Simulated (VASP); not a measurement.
# LuPdO2 (R-3m) in VASP: single point with PBE

Aim: the single point of LuPdO2 with PBE.

Program: VASP 6.6.1. These are calculated values, not measurements. Logs are shortened: lines on timing, memory, paths and dates and some standing lists are left out, and cuts for length are marked.

### 1 The cell of the first run

It takes space group R-3m (No. 166, trigonal). The conventional cell has a = 4.772 Å, b = 4.772 Å, c = 10.605 Å, α = 90.00°, β = 90.00°, γ = 120.00°. Lu (site symmetry -3m) has 2 O at 1.68 Å within 2.2 Å. Pd (site symmetry -3m) has 8 O at 2.76 to 3.63 Å and 6 Lu at 3.27 Å within 3.7 Å. Within 2.2 Å of O (site symmetry 3m) lie 1 Lu at 1.68 Å.

The cell was built from a structure type or drawn by symmetry, and may not be a known phase.

### 2 Single point, PBE

File INCAR:

```
SYSTEM = LuPdO2
  PREC = Accurate
  ENCUT = 520
  EDIFF = 1E-6
  ISMEAR = 0
  SIGMA = 0.1
  LREAL = .False.
  LASPH = .True.
  NELM = 60
  ALGO = Normal
  ISIF = 2
  LWAVE = .False.
  LCHARG = .False.
  GGA = PE
  NBANDS = 32
```

File KPOINTS:

```
regular mesh
0
Gamma
  6 6 6
  0 0 0
```

File POSCAR:

```
LuPdO2
1.0
    2.3859948500      1.3775547700      3.5350380700
   -2.3859948500      1.3775547700      3.5350380700
    0.0000000000     -2.7551095300      3.5350380700
Lu Pd O
1 1 2
Direct
    0.5000000000      0.5000000000      0.5000000000
    0.0000000000      0.0000000000      0.0000000000
    0.3418780400      0.3418780400      0.3418780400
    0.6581219600      0.6581219600      0.6581219600
```

Potentials or basis: VASP PAW PBE potentials, release 64 (Lu, Pd, O).

Command:

```bash
$ cat potpaw_PBE.64/Lu/POTCAR potpaw_PBE.64/Pd/POTCAR potpaw_PBE.64/O/POTCAR > POTCAR
$ mpirun -np 1 vasp_std > vasp.out
```

OUTCAR:

```text
SYSTEM = LuPdO2
   PREC = Accurate
   ENCUT = 520
   EDIFF = 1E-6
   ISMEAR = 0
   LREAL = .False.
   LASPH = .True.
   NELM = 60
   ISIF = 2
   GGA = PE

 ion  position               nearest neighbor table
   1  0.500  0.500  0.500-   3 1.68   4 1.68   2 3.27   2 3.27   2 3.27   2 3.27   2 3.27   2 3.27

   2  0.000  0.000  0.000-   1 3.27   1 3.27   1 3.27   1 3.27   1 3.27   1 3.27
   3  0.342  0.342  0.342-   1 1.68
   4  0.658  0.658  0.658-   1 1.68

  LATTYP: Found a trigonal (rhomboedric) cell.
 ALAT       =     4.4818659869
 COS(alpha) =     0.4331720374

  Lattice vectors:

 A1 = (   2.3859948500,   1.3775547700,   3.5350380700)
 A2 = (  -2.3859948500,   1.3775547700,   3.5350380700)
 A3 = (   0.0000000000,  -2.7551095300,   3.5350380700)

Analysis of symmetry for initial positions (statically):
=====================================================================
 Subroutine PRICEL returns:
 Original cell was already a primitive cell.

 Routine SETGRP: Setting up the symmetry group for a
 trigonal (rhombohedral) supercell.

 Subroutine GETGRP returns: Found 12 space group operations
 (whereof 12 operations were pure point group operations)
 out of a pool of 12 trial point group operations.

The static configuration has the point symmetry D_3d.

Analysis of symmetry for dynamics (positions and initial velocities):
=====================================================================
 Subroutine PRICEL returns:
 Original cell was already a primitive cell.

 Routine SETGRP: Setting up the symmetry group for a
 trigonal (rhombohedral) supercell.

 Subroutine GETGRP returns: Found 12 space group operations
 (whereof 12 operations were pure point group operations)
 out of a pool of 12 trial point group operations.

The dynamic configuration has the point symmetry D_3d.

 Subroutine INISYM returns: Found 12 space group operations
 (whereof 12 operations are pure point group operations),
 and found     1 'primitive' translations

----------------------------------------------------------------------------------------

                                     Primitive cell

  volume of cell :      69.7146

  direct lattice vectors                    reciprocal lattice vectors
     2.385994850  1.377554770  3.535038070     0.209556194  0.120987325  0.094294128
    -2.385994850  1.377554770  3.535038070    -0.209556194  0.120987325  0.094294128
     0.000000000 -2.755109530  3.535038070     0.000000000 -0.241974651  0.094294129

  length of vectors
     4.481865987  4.481865987  4.481865982     0.259698121  0.259698121  0.259698121

  position of ions in fractional coordinates (direct lattice)
     0.500000000  0.500000000  0.500000000
     0.000000000  0.000000000  0.000000000
     0.341878040  0.341878040  0.341878040
     0.658121960  0.658121960  0.658121960

  ion indices of the primitive-cell ions
   primitive index   ion index
                 1           1
                 2           2
                 3           3
                 4           4

----------------------------------------------------------------------------------------

 KPOINTS: regular mesh

Automatic generation of k-mesh.
 Grid dimensions read from file:
 generate k-points for:    6    6    6

 Generating k-lattice:

  Cartesian coordinates                     Fractional coordinates (reciprocal lattice)
     0.034926032  0.020164554  0.015715688     0.166666667 -0.000000000 -0.000000000
    -0.034926032  0.020164554  0.015715688    -0.000000000  0.166666667 -0.000000000
     0.000000000 -0.040329108  0.015715688    -0.000000000 -0.000000000  0.166666667

  Length of vectors
     0.043283020  0.043283020  0.043283020

  Shift w.r.t. Gamma in fractional coordinates (k-lattice)
     0.000000000  0.000000000  0.000000000

 Subroutine IBZKPT returns following result:
 ===========================================

 Found     32 irreducible k-points:

 Following reciprocal coordinates:
            Coordinates               Weight
  0.000000  0.000000  0.000000      1.000000
  0.166667  0.000000  0.000000      6.000000
  0.333333  0.000000  0.000000      6.000000
  0.500000  0.000000  0.000000      3.000000
  0.166667  0.166667  0.000000      6.000000
  0.333333  0.166667  0.000000     12.000000
[... 16 lines left out ...]
  0.500000  0.500000  0.166667      6.000000
 -0.333333  0.500000  0.166667     12.000000
 [... further k-points ...]
   k-points           NKPTS =     32   k-points in BZ     NKDIM =     32   number of bands    NBANDS=     32
   number of dos      NEDOS =    301   number of ions     NIONS =      4
   total plane-waves  NPLWV =  46656
   dimension x,y,z NGX =    36 NGY =   36 NGZ =   36
   dimension x,y,z NGXF=    72 NGYF=   72 NGZF=   72
   ions per type =               1   1   2
   NGX,Y,Z   is equivalent  to a cutoff of  13.35, 13.35, 13.35 a.u.
   NGXF,Y,Z  is equivalent  to a cutoff of  26.71, 26.71, 26.71 a.u.
 SYSTEM =  LuPdO2
   PREC   = accura    normal or accurate (medium, high low for compatibility)
   ISTART =      0    job   : 0-new  1-cont  2-samecut
   ICHARG =      2    charge: 1-file 2-atom 10-const
   ISPIN  =      1    spin polarized calculation?
   LNONCOLLINEAR =      F non collinear calculations
   LSORBIT =      F    spin-orbit coupling
   LASPH  =      T    aspherical Exc in radial PAW
   ENCUT  =  520.0 eV  38.22 Ry    6.18 a.u.   8.33  8.33  8.33*2*pi/ulx,y,z
   NELM   =     60;   NELMIN=  2; NELMDL= -5     # of ELM steps
   EDIFF  = 0.1E-05   stopping-criterion for ELM
   LREAL  =      F    real-space projection
   EDIFFG = 0.1E-04   stopping-criterion for IOM
   NSW    =      0    number of steps for IOM
   IBRION =     -1    ionic relax: 0-MD 1-quasi-New 2-CG
   NFREE  =      0    steps in history (QN), initial steepest desc. (CG)
   ISIF   =      2    stress and relaxation
   ISYM   =      2    0-nonsym 1-usesym 2-fastsym
   POTIM  = 0.5000    time-step for ionic-motion
   TEBEG  =    0.0;   TEEND  =   0.0 temperature during run
   PSTRESS=    0.0 pullay stress
   NELECT =      47.0000    total number of electrons
   NUPDOWN=      -1.0000    fix difference up-down
   EMIN   =  10.00;   EMAX   =-10.00  energy-range for DOS
   EFERMI =   0.00;   METHOD = LEGACY
   ISMEAR =     0;   SIGMA  =   0.10  broadening in eV -4-tet -1-fermi 0-gaus
   EFERMI_NEDOS =   21; number of points for ismear=-14 and -15
   IALGO  =     38    algorithm
   IMIX   =      4    mixing-type and parameters
     AMIX     =   0.40;   BMIX     =  1.00
     AMIX_MAG =   1.60;   BMIX_MAG =  1.00
  volume/ion in A,a.u.               =      17.43       117.61
  Fermi-wavevector in a.u.,A,eV,Ry     =   1.435488  2.712679 28.036513  2.060626
  Thomas-Fermi vector in A             =   2.554781
   LORBIT       =      0    0 simple, 1 ext, 2 COOP (PROOUT), +10 PAW based schemes
   GGA     = PE    functional components
   LHFCALC =     F    Hartree Fock is set to
   AEXX    =    0.0000 exact exchange contribution
   IVDW    =     0    specifies the selected vdW correction
   LEPSILON=     F    determine dielectric tensor
   LRPA    =     F    only Hartree local field effects (RPA)
 non-spin polarized calculation
 Gauss-broadening in eV      SIGMA  =   0.10
  energy-cutoff  :      520.00
  volume of cell :       69.71
 maximum number of plane-waves:      1894
 NGX is ok and might be reduce to    36
   NGX = 17   NGY = 17   NGZ = 17

 number of electron      46.9999986 magnetization

 Free energy of the ion-electron system (eV)
  ---------------------------------------------------
  ext. energy  EPLUGINS =         0.00000000
  ---------------------------------------------------
  free energy    TOTEN  =       -18.34824489 eV

  energy without entropy =      -18.32455401  energy(sigma->0) =      -18.33639945

 E-fermi :   2.5418     XC(G=0): -10.2986

 val. band max:        2.5064724792   @ k =   0.5000   0.5000   0.5000
 cond. band min:       2.5666072399   @ k =  -0.3333   0.3333   0.0000
 fundamental gap:      0.0601347607
 Fermi energy:         2.5418279810

 k-point     1 :       0.0000    0.0000    0.0000
  band No.  band energies     occupation
      1     -53.2213      2.00000
      2     -26.4789      2.00000
      3     -23.7097      2.00000
      4     -23.7097      2.00000
      5     -16.5142      2.00000
      6     -12.4550      2.00000
[... 24 lines left out ...]
     31      10.9901      0.00000
     32      10.9901      0.00000

 k-point     2 :       0.1667    0.0000    0.0000
  band No.  band energies     occupation
      1     -53.2212      2.00000
      2     -26.4861      2.00000
      3     -23.7146      2.00000
      4     -23.7101      2.00000
      5     -16.4593      2.00000
      6     -12.5077      2.00000
[... 24 lines left out ...]
     31      11.0676      0.00000
     32      11.3246      0.00000

 k-point     3 :       0.3333    0.0000    0.0000
  band No.  band energies     occupation
      1     -53.2210      2.00000
      2     -26.5008      2.00000
      3     -23.7242      2.00000
      4     -23.7109      2.00000
      5     -16.3472      2.00000
      6     -12.6131      2.00000
[... 24 lines left out ...]
     31      11.1438      0.00000
     32      12.2709      0.00000

 k-point     4 :       0.5000    0.0000    0.0000
  band No.  band energies     occupation
      1     -53.2209      2.00000
      2     -26.5080      2.00000
      3     -23.7289      2.00000
      4     -23.7113      2.00000
      5     -16.2898      2.00000
      6     -12.6660      2.00000
[... 654 lines left out ...]
     31      10.0960      0.00000
     32      11.3450      0.00000

 k-point    23 :       0.5000    0.5000    0.1667
  band No.  band energies     occupation
      1     -53.2205      2.00000
      2     -26.5436      2.00000
      3     -23.7235      2.00000
      4     -23.7208      2.00000
      5     -16.0390      2.00000
      6     -12.8756      2.00000
[... 24 lines left out ...]
     31      10.0807      0.00000
     32      10.3482      0.00000

 k-point    24 :      -0.3333    0.5000    0.1667
  band No.  band energies     occupation
      1     -53.2206      2.00000
      2     -26.5360      2.00000
      3     -23.7242      2.00000
      4     -23.7214      2.00000
      5     -16.0887      2.00000
      6     -12.8336      2.00000
[... 24 lines left out ...]
     31       9.7932      0.00000
     32      10.4668      0.00000

 [... further k-points ...]

------------------------ aborting loop because EDIFF is reached ----------------------------------------

  FORCE on cell =-STRESS in cart. coord.  units (eV):
  Direction    XX          YY          ZZ          XY          YZ          ZX
  --------------------------------------------------------------------------------------
  -------------------------------------------------------------------------------------
  Total       -1.4919430     -1.4919430     36.7188496      0.0000000      0.0000000      0.0000000
  in kB      -34.2877593    -34.2877592    843.8707367      0.0000000      0.0000008      0.0000000
  external PRESSURE =     258.4317394 kB  Pullay stress =       0.0000000 kB

 VOLUME and BASIS-vectors are now :
 -----------------------------------------------------------------------------
  energy-cutoff  :      520.00
  volume of cell :       69.71
      direct lattice vectors                 reciprocal lattice vectors
     2.385994850  1.377554770  3.535038070     0.209556194  0.120987325  0.094294128
    -2.385994850  1.377554770  3.535038070    -0.209556194  0.120987325  0.094294128
     0.000000000 -2.755109530  3.535038070     0.000000000 -0.241974651  0.094294129

 POSITION                                       TOTAL-FORCE (eV/Angst)
 -----------------------------------------------------------------------------------
      0.00000      0.00000      5.30256         0.000000      0.000000      0.000000
      0.00000      0.00000      0.00000        -0.000000      0.000000     -0.000000
      0.00000      0.00000      3.62566         0.000000     -0.000000    -11.965258
      0.00000      0.00000      6.97946         0.000000      0.000000     11.965258
 -----------------------------------------------------------------------------------
    total drift:                               -0.000000     -0.000000      0.000000

  FREE ENERGIE OF THE ION-ELECTRON SYSTEM (eV)
  ---------------------------------------------------
  free  energy   TOTEN  =       -18.3482448895 eV

  energy  without entropy=      -18.3245540136  energy(sigma->0) =      -18.33639945
```

Run time: 2.9 min. Hardware: 1 thread of AMD EPYC 7R43 (Zen 3), shared host; peak memory 0.22 GiB.

Results:

```yaml
Free_energy: -18.3482 eV
Pressure: 25.8 GPa
Largest_force: 11.965 eV/Å
Band_gap_on_the_k_mesh: zero (an odd number of electrons rules out a gap without spin polarisation)
```

Forces on the atoms (eV/Å):
```
Lu    0.000   0.000   0.000
Pd    0.000   0.000   0.000
O     0.000   0.000 -11.965
O     0.000   0.000  11.965
```

Stress tensor (GPa, compression positive):
```
-3.43  0.00  0.00
 0.00 -3.43  0.00
 0.00  0.00 84.39
```

Levels at points of the mesh, in eV from the Fermi level:
| k point | band 20 | band 21 | band 22 | band 23 | band 24 | band 25 | band 26 | band 27 | band 28 | band 29 |
| --- | --- | --- | --- | --- | --- | --- | --- | --- | --- | --- |
| (0.00, 0.00, 0.00) | -1.70 | -1.70 | -0.54 | -0.24 | -0.24 | -0.13 | 4.23 | 4.23 | 7.80 | 8.02 |
| (0.50, 0.00, 0.00) | -1.51 | -1.12 | -0.86 | -0.12 | 0.24 | 1.14 | 2.32 | 3.63 | 4.01 | 6.70 |
| (0.50, 0.50, 0.00) | -1.22 | -1.20 | -0.94 | -0.47 | -0.26 | 1.41 | 3.32 | 4.33 | 4.79 | 6.34 |
| (0.50, 0.50, 0.50) | -1.20 | -1.18 | -0.26 | -0.04 | -0.04 | 0.35 | 2.08 | 2.75 | 2.75 | 7.16 |

Caveat: the cell stands under pressure; spin-orbit coupling is left out, which moves the levels of the heavy elements; an odd number of electrons without spin polarisation forces a metal; a magnetic or distorted state may lie lower.
